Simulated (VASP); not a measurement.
# In3As (Pm-3m) in VASP: notebook

In3As is run at these levels: PBE; tasks: single point.

Everything below comes from runs of VASP 6.6.1. Logs are shortened: lines on timing, memory, paths and dates and some standing lists are left out, and cuts for length are marked.

### Step 1. The cell of the first run

Symmetry: Pm-3m, No. 221, cubic system. Conventional cell: a = 4.695 Å, b = 4.695 Å, c = 4.695 Å, α = 90.00°, β = 90.00°, γ = 90.00°. Within 4.4 Å of In (site symmetry 4/mmm) lie 8 In at 3.32 Å and 4 As at 3.32 Å. Within 4.4 Å of As (site symmetry m-3m) lie 12 In at 3.32 Å.

### Step 2. Single point, PBE

The input, INCAR:

```
SYSTEM = In3As
  PREC = Accurate
  ENCUT = 520
  EDIFF = 1E-6
  ISMEAR = -1
  SIGMA = 0.05
  LREAL = .FALSE.
  LASPH = .TRUE.
  NELM = 60
  ALGO = Fast
  ISIF = 2
  LWAVE = .FALSE.
  LCHARG = .FALSE.
  GGA = PE
  NBANDS = 30
```

The input, KPOINTS:

```
regular mesh
0
G
  6 6 6
  0 0 0
```

The input, POSCAR:

```
In3As
1.0
    4.6951824631      0.0000000000      0.0000000000
    0.0000000000      4.6951824631      0.0000000000
    0.0000000000      0.0000000000      4.6951824631
In As
3 1
Direct
    0.5000000000      0.5000000000      0.0000000000
    0.5000000000      0.0000000000      0.5000000000
    0.0000000000      0.5000000000      0.5000000000
    0.0000000000      0.0000000000      0.0000000000
```

Potentials or basis: VASP PAW PBE potentials, release 64 (In_d, As).

The run is started by

```bash
cat potpaw_PBE.64/In_d/POTCAR potpaw_PBE.64/As/POTCAR > POTCAR
mpirun -np 1 vasp_std > vasp.out
```

OUTCAR:

```text
SYSTEM = In3As
   PREC = Accurate
   ENCUT = 520
   EDIFF = 1E-6
   ISMEAR = -1
   LREAL = .FALSE.
   LASPH = .TRUE.
   NELM = 60
   ISIF = 2
   GGA = PE

 ion  position               nearest neighbor table
   1  0.500  0.500  0.000-   2 3.32   3 3.32   4 3.32   2 3.32   3 3.32   2 3.32   4 3.32   2 3.32
                             3 3.32   4 3.32   3 3.32   4 3.32
   2  0.500  0.000  0.500-   1 3.32   3 3.32   4 3.32   1 3.32   4 3.32   1 3.32   3 3.32   1 3.32
                             3 3.32   4 3.32   4 3.32   3 3.32
   3  0.000  0.500  0.500-   1 3.32   2 3.32   4 3.32   1 3.32   4 3.32   2 3.32   4 3.32   4 3.32
                             1 3.32   2 3.32   1 3.32   2 3.32
   4  0.000  0.000  0.000-   1 3.32   2 3.32   3 3.32   2 3.32   3 3.32   1 3.32   3 3.32   3 3.32
                             1 3.32   2 3.32   2 3.32   1 3.32

  LATTYP: Found a simple cubic cell.
 ALAT       =     4.6951824631

  Lattice vectors:

 A1 = (   4.6951824631,   0.0000000000,   0.0000000000)
 A2 = (   0.0000000000,   4.6951824631,   0.0000000000)
 A3 = (   0.0000000000,   0.0000000000,   4.6951824631)

Analysis of symmetry for initial positions (statically):
=====================================================================
 Subroutine PRICEL returns:
 Original cell was already a primitive cell.

 Routine SETGRP: Setting up the symmetry group for a
 simple cubic supercell.

 Subroutine GETGRP returns: Found 48 space group operations
 (whereof 48 operations were pure point group operations)
 out of a pool of 48 trial point group operations.

The static configuration has the point symmetry O_h .

Analysis of symmetry for dynamics (positions and initial velocities):
=====================================================================
 Subroutine PRICEL returns:
 Original cell was already a primitive cell.

 Routine SETGRP: Setting up the symmetry group for a
 simple cubic supercell.

 Subroutine GETGRP returns: Found 48 space group operations
 (whereof 48 operations were pure point group operations)
 out of a pool of 48 trial point group operations.

The dynamic configuration has the point symmetry O_h .

 Subroutine INISYM returns: Found 48 space group operations
 (whereof 48 operations are pure point group operations),
 and found     1 'primitive' translations

----------------------------------------------------------------------------------------

                                     Primitive cell

  volume of cell :     103.5041

  direct lattice vectors                    reciprocal lattice vectors
     4.695182463  0.000000000  0.000000000     0.212984268  0.000000000  0.000000000
     0.000000000  4.695182463  0.000000000     0.000000000  0.212984268  0.000000000
     0.000000000  0.000000000  4.695182463     0.000000000  0.000000000  0.212984268

  length of vectors
     4.695182463  4.695182463  4.695182463     0.212984268  0.212984268  0.212984268

  position of ions in fractional coordinates (direct lattice)
     0.500000000  0.500000000  0.000000000
     0.500000000  0.000000000  0.500000000
     0.000000000  0.500000000  0.500000000
     0.000000000  0.000000000  0.000000000

  ion indices of the primitive-cell ions
   primitive index   ion index
                 1           1
                 2           2
                 3           3
                 4           4

----------------------------------------------------------------------------------------

 KPOINTS: regular mesh

Automatic generation of k-mesh.
 Grid dimensions read from file:
 generate k-points for:    6    6    6

 Generating k-lattice:

  Cartesian coordinates                     Fractional coordinates (reciprocal lattice)
     0.035497378  0.000000000  0.000000000     0.166666667  0.000000000  0.000000000
     0.000000000  0.035497378  0.000000000     0.000000000  0.166666667  0.000000000
     0.000000000  0.000000000  0.035497378     0.000000000  0.000000000  0.166666667

  Length of vectors
     0.035497378  0.035497378  0.035497378

  Shift w.r.t. Gamma in fractional coordinates (k-lattice)
     0.000000000  0.000000000  0.000000000

 Subroutine IBZKPT returns following result:
 ===========================================

 Found     20 irreducible k-points:

 Following reciprocal coordinates:
            Coordinates               Weight
  0.000000  0.000000  0.000000      1.000000
  0.166667  0.000000  0.000000      6.000000
  0.333333  0.000000  0.000000      6.000000
  0.500000  0.000000  0.000000      3.000000
  0.166667  0.166667  0.000000     12.000000
  0.333333  0.166667  0.000000     24.000000
[... 12 lines left out ...]
  0.500000  0.500000  0.333333      6.000000
  0.500000  0.500000  0.500000      1.000000
   k-points           NKPTS =     20   k-points in BZ     NKDIM =     20   number of bands    NBANDS=     30
   number of dos      NEDOS =    301   number of ions     NIONS =      4
   total plane-waves  NPLWV =  46656
   dimension x,y,z NGX =    36 NGY =   36 NGZ =   36
   dimension x,y,z NGXF=    72 NGYF=   72 NGZF=   72
   ions per type =               3   1
   NGX,Y,Z   is equivalent  to a cutoff of  12.75, 12.75, 12.75 a.u.
   NGXF,Y,Z  is equivalent  to a cutoff of  25.49, 25.49, 25.49 a.u.
 SYSTEM =  In3As
   PREC   = accura    normal or accurate (medium, high low for compatibility)
   ISTART =      0    job   : 0-new  1-cont  2-samecut
   ICHARG =      2    charge: 1-file 2-atom 10-const
   ISPIN  =      1    spin polarized calculation?
   LNONCOLLINEAR =      F non collinear calculations
   LSORBIT =      F    spin-orbit coupling
   LASPH  =      T    aspherical Exc in radial PAW
   ENCUT  =  520.0 eV  38.22 Ry    6.18 a.u.   8.73  8.73  8.73*2*pi/ulx,y,z
   NELM   =     60;   NELMIN=  2; NELMDL= -5     # of ELM steps
   EDIFF  = 0.1E-05   stopping-criterion for ELM
   LREAL  =      F    real-space projection
   EDIFFG = 0.1E-04   stopping-criterion for IOM
   NSW    =      0    number of steps for IOM
   IBRION =     -1    ionic relax: 0-MD 1-quasi-New 2-CG
   NFREE  =      0    steps in history (QN), initial steepest desc. (CG)
   ISIF   =      2    stress and relaxation
   ISYM   =      2    0-nonsym 1-usesym 2-fastsym
   POTIM  = 0.5000    time-step for ionic-motion
   TEBEG  =    0.0;   TEEND  =   0.0 temperature during run
   PSTRESS=    0.0 pullay stress
   NELECT =      44.0000    total number of electrons
   NUPDOWN=      -1.0000    fix difference up-down
   EMIN   =  10.00;   EMAX   =-10.00  energy-range for DOS
   EFERMI =   0.00;   METHOD = LEGACY
   ISMEAR =    -1;   SIGMA  =   0.05  broadening in eV -4-tet -1-fermi 0-gaus
   EFERMI_NEDOS =   21; number of points for ismear=-14 and -15
   IALGO  =     68    algorithm
   IMIX   =      4    mixing-type and parameters
     AMIX     =   0.40;   BMIX     =  1.00
     AMIX_MAG =   1.60;   BMIX_MAG =  1.00
  volume/ion in A,a.u.               =      25.88       174.62
  Fermi-wavevector in a.u.,A,eV,Ry     =   1.230949  2.326156 20.616016  1.515234
  Thomas-Fermi vector in A             =   2.365777
   LORBIT       =      0    0 simple, 1 ext, 2 COOP (PROOUT), +10 PAW based schemes
   GGA     = PE    functional components
   LHFCALC =     F    Hartree Fock is set to
   AEXX    =    0.0000 exact exchange contribution
   IVDW    =     0    specifies the selected vdW correction
   LEPSILON=     F    determine dielectric tensor
   LRPA    =     F    only Hartree local field effects (RPA)
 non-spin polarized calculation
 RMM-DIIS sequential band-by-band and
  energy-cutoff  :      520.00
  volume of cell :      103.50
 maximum number of plane-waves:      2803
 NGX is ok and might be reduce to    36
   NGX = 17   NGY = 17   NGZ = 17

 number of electron      44.0000001 magnetization

 Free energy of the ion-electron system (eV)
  ---------------------------------------------------
  ext. energy  EPLUGINS =         0.00000000
  ---------------------------------------------------
  free energy    TOTEN  =       -12.05671261 eV

  energy without entropy =      -12.04170723  energy(sigma->0) =      -12.04920992

 E-fermi :   6.4406     XC(G=0): -10.0712

 val. band max:        6.4359791649   @ k =   0.1667   0.1667   0.1667
 cond. band min:       6.4573054637   @ k =   0.5000   0.0000   0.0000
 fundamental gap:      0.0213262988
 Fermi energy:         6.4406122704

 k-point     1 :       0.0000    0.0000    0.0000
  band No.  band energies     occupation
      1      -8.1986      2.00000
      2      -8.1868      2.00000
      3      -8.1868      2.00000
      4      -8.1868      2.00000
      5      -8.0179      2.00000
      6      -8.0179      2.00000
[... 22 lines left out ...]
     29      12.3998      0.00000
     30      13.7082      0.00000

 k-point     2 :       0.1667    0.0000    0.0000
  band No.  band energies     occupation
      1      -8.1819      2.00000
      2      -8.1732      2.00000
      3      -8.1576      2.00000
      4      -8.1576      2.00000
      5      -8.0141      2.00000
      6      -7.9984      2.00000
[... 22 lines left out ...]
     29      13.1049      0.00000
     30      13.8296      0.00000

 k-point     3 :       0.3333    0.0000    0.0000
  band No.  band energies     occupation
      1      -8.1715      2.00000
      2      -8.1103      2.00000
      3      -8.0764      2.00000
      4      -8.0764      2.00000
      5      -8.0048      2.00000
      6      -7.9493      2.00000
[... 22 lines left out ...]
     29      13.4249      0.00000
     30      13.5693      0.00000

 k-point     4 :       0.5000    0.0000    0.0000
  band No.  band energies     occupation
      1      -8.1660      2.00000
      2      -8.0658      2.00000
      3      -7.9928      2.00000
      4      -7.9814      2.00000
      5      -7.9814      2.00000
      6      -7.9382      2.00000
[... 484 lines left out ...]
     29      13.9079      0.00000
     30      14.0162      0.00000

 k-point    19 :       0.5000    0.5000    0.3333
  band No.  band energies     occupation
      1      -8.0945      2.00000
      2      -8.0751      2.00000
      3      -8.0751      2.00000
      4      -8.0747      2.00000
      5      -8.0237      2.00000
      6      -8.0237      2.00000
[... 22 lines left out ...]
     29      14.1187      0.00000
     30      15.0290      0.00000

 k-point    20 :       0.5000    0.5000    0.5000
  band No.  band energies     occupation
      1      -8.1189      2.00000
      2      -8.0883      2.00000
      3      -8.0883      2.00000
      4      -8.0883      2.00000
      5      -8.0300      2.00000
      6      -8.0300      2.00000
[... 22 lines left out ...]
     29      15.4751      0.00000
     30      15.5361      0.00000

------------------------ aborting loop because EDIFF is reached ----------------------------------------

  FORCE on cell =-STRESS in cart. coord.  units (eV):
  Direction    XX          YY          ZZ          XY          YZ          ZX
  --------------------------------------------------------------------------------------
  -------------------------------------------------------------------------------------
  Total       -0.0328400     -0.0328400     -0.0328400     -0.0000000      0.0000000     -0.0000000
  in kB       -0.5083422     -0.5083422     -0.5083422     -0.0000000      0.0000000     -0.0000000
  external PRESSURE =      -0.5083422 kB  Pullay stress =       0.0000000 kB

 VOLUME and BASIS-vectors are now :
 -----------------------------------------------------------------------------
  energy-cutoff  :      520.00
  volume of cell :      103.50
      direct lattice vectors                 reciprocal lattice vectors
     4.695182463  0.000000000  0.000000000     0.212984268  0.000000000  0.000000000
     0.000000000  4.695182463  0.000000000     0.000000000  0.212984268  0.000000000
     0.000000000  0.000000000  4.695182463     0.000000000  0.000000000  0.212984268

 POSITION                                       TOTAL-FORCE (eV/Angst)
 -----------------------------------------------------------------------------------
      2.34759      2.34759      0.00000         0.000000      0.000000      0.000000
      2.34759      0.00000      2.34759         0.000000      0.000000      0.000000
      0.00000      2.34759      2.34759         0.000000      0.000000      0.000000
      0.00000      0.00000      0.00000         0.000000      0.000000      0.000000
 -----------------------------------------------------------------------------------
    total drift:                                0.000000      0.000000      0.000000

  FREE ENERGIE OF THE ION-ELECTRON SYSTEM (eV)
  ---------------------------------------------------
  free  energy   TOTEN  =       -12.0567126150 eV

  energy  without entropy=      -12.0417072291  energy(sigma->0) =      -12.04920992
```

Wall time 89 s (1 thread of Intel Xeon 8259CL, shared host); peak memory 0.23 GiB.

What came out:

```yaml
Free_energy: -12.0567 eV
Pressure: -0.1 GPa
Band_gap_on_the_k_mesh: zero (bands 22 and 23 overlap by 3.75 eV)
```

Caveat: spin-orbit coupling is left out, which moves the levels of the heavy elements.

### Step 3. Single point, PBE

The input, INCAR:

```
ALGO = Normal ; EDIFF = 1E-7
ENCUT = 520 ; GGA = PE
ISIF = 2 ; ISMEAR = -1
LASPH = True ; LCHARG = False
LREAL = False ; LWAVE = False
NBANDS = 30 ; NELM = 60
PREC = Accurate ; SIGMA = 0.05
```

The input, KPOINTS:

```
k-points
0
Gamma
  6 6 6
```

The input, POSCAR:

```
In3As
1.0
    4.6942020069      0.0000000000      0.0000000000
    0.0000000000      4.6942020069      0.0000000000
    0.0000000000      0.0000000000      4.6942020069
In As
3 1
Direct
    0.5000000000      0.5000000000      0.0000000000
    0.5000000000      0.0000000000      0.5000000000
    0.0000000000      0.5000000000      0.5000000000
    0.0000000000      0.0000000000      0.0000000000
```

Potentials or basis: VASP PAW PBE potentials, release 64 (In_d, As).

The run is started by

```bash
cat potpaw_PBE.64/In_d/POTCAR potpaw_PBE.64/As/POTCAR > POTCAR
mpirun -np 1 vasp_std > vasp.out
```

Run time: 83 s. Hardware: 1 thread of Intel Xeon 8259CL, shared host; peak memory 0.22 GiB.

Results (log left out):

```
Free energy            : -12.0567 eV
Pressure               : 0.0 GPa
Band gap on the k mesh : zero (bands 22 and 23 overlap by 3.75 eV)
```

Levels at points of the mesh, in eV from the Fermi level:
| k point | band 20 | band 21 | band 22 | band 23 | band 24 | band 25 |
| --- | --- | --- | --- | --- | --- | --- |
| (0.00, 0.00, 0.00) | -2.77 | -1.88 | -1.88 | 2.10 | 2.10 | 2.10 |
| (0.50, 0.00, 0.00) | -1.52 | -1.22 | 0.02 | 0.02 | 0.05 | 1.53 |
| (0.50, 0.50, 0.00) | -0.71 | -0.33 | 0.45 | 0.45 | 1.75 | 1.98 |
| (0.50, 0.50, 0.50) | -3.84 | -3.84 | -3.84 | -3.28 | 4.67 | 4.67 |

Caveat: spin-orbit coupling is left out, which moves the levels of the heavy elements.
